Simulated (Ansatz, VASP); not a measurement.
## Two plane-wave programs on Ga

INCAR

```
PREC = Accurate
ENCUT = 520
EDIFF = 1E-7
ISMEAR = -1
SIGMA = 0.05
LREAL = F
LASPH = T
NELM = 100
ALGO = Fast
ISIF = 2
LWAVE = F
LCHARG = F
GGA = CA
NBANDS = 20
```

The input KPOINTS:

```
regular mesh
0
Gamma
  10 10 8
```

Contents of POSCAR:

```
Ga
1.0
    1.3547675884     -3.9443034667      0.0000000000
    1.3547675884      3.9443034667      0.0000000000
   -0.1150499344      0.0000000000      3.2619526240
Ga
2
Direct
    0.1310000000      0.8690000000      0.7500000000
    0.8690000000      0.1310000000      0.2500000000
```

File input.yaml:

```yaml
crystal:
  lattice:
    - [1.3547675884, -3.9443034667, 0.0]
    - [1.3547675884, 3.9443034667, 0.0]
    - [-0.1150499344, 0.0, 3.261952624]
  atoms:
    - { symbol: Ga, position: [0.131, 0.869, 0.75] }
    - { symbol: Ga, position: [0.869, 0.131, 0.25] }
hamiltonian:
  xc: lda
  pseudopotentials: { kind: paw }
kpoints:
  mp_grid: { grid: [10, 10, 8] }
scf:
  occupations: { method: fermi_dirac, width: 0.05 }
output:
  forces: true
  stress: true
  eigenvalues: true
  write_density: true
  write_potential: true
  elf: true
  volumetric_format: npy
```

Alike in both runs: task single point; functional LDA; k mesh 10 × 10 × 8; occupations fermi-dirac, width 0.05 eV; no spin polarisation.

|  | VASP | Ansatz |
| --- | --- | --- |
| version | VASP 6.6.1 | Ansatz 0.2.0 |
| potentials or method | VASP PAW LDA potentials, release 64 (Ga_d) | Ansatz PAW |
| plane-wave cutoff (eV) | 520 | 420 |
| valence electrons in the cell | 26 | 26 |

|  | VASP | Ansatz | Ansatz less VASP |
| --- | --- | --- | --- |
| gap on the k mesh at the Fermi level (eV) | none | none | - |
| pressure (GPa) | -0.4 | -0.6 | -0.17 |
| traceless stress, the component that is largest in VASP (GPa) | 0.70 | 0.69 | -0.013 |
| rms of the force components (eV/Å) | 0.120 | 0.119 | -0.0009 |

LDA's correlation is that of Perdew and Zunger in VASP and of Perdew and Wang (1992) in Ansatz. Atom by atom the forces differ by 0.001 eV/Å (rms over components). A gap of «none» marks a metal or a gap that the smearing closes.
